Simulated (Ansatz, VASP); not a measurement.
**Two plane-wave programs on V**

```
V
1.0
     3.49227   -2.18135    0.15738
     3.49227    2.18135    0.15738
     0.03889    0.00000    5.30163
V
6
Cartesian
  0.0000 0.0000 0.0000
  0.0194 0.0000 2.6508
  4.6822 0.0000 3.7443
  2.3412 0.0000 1.8721
  2.3606 0.0000 4.5229
  4.6628 0.0000 1.0935
```

Change from the starting cell: the structure that the rattled cell fell into.

Alike in both runs: functional PBE; k mesh 4 × 4 × 4; occupations gaussian, width 0.1 eV; no spin polarisation.

Ansatz relaxed the structure, and its values are those at the end. VASP's run is a single point on that final structure, the one shown.

|  | VASP | Ansatz |
| --- | --- | --- |
| version | VASP 6.6.1 | Ansatz 0.2.0 |
| potentials or method | VASP PAW PBE potentials, release 64 (V_sv), cutoff 520 eV | scalar-relativistic, plane waves, PAW |
| valence electrons in the cell | 78 | 78 |

|  | VASP | Ansatz | Ansatz less VASP |
| --- | --- | --- | --- |
| gap on the k mesh at the Fermi level (eV) | none | none | - |
| pressure (GPa) | 0.3 | 0.0 | -0.25 |

A gap of «none» marks a metal or a gap that the smearing closes.

The k mesh is coarse, so the values compare programs but aren't converged.
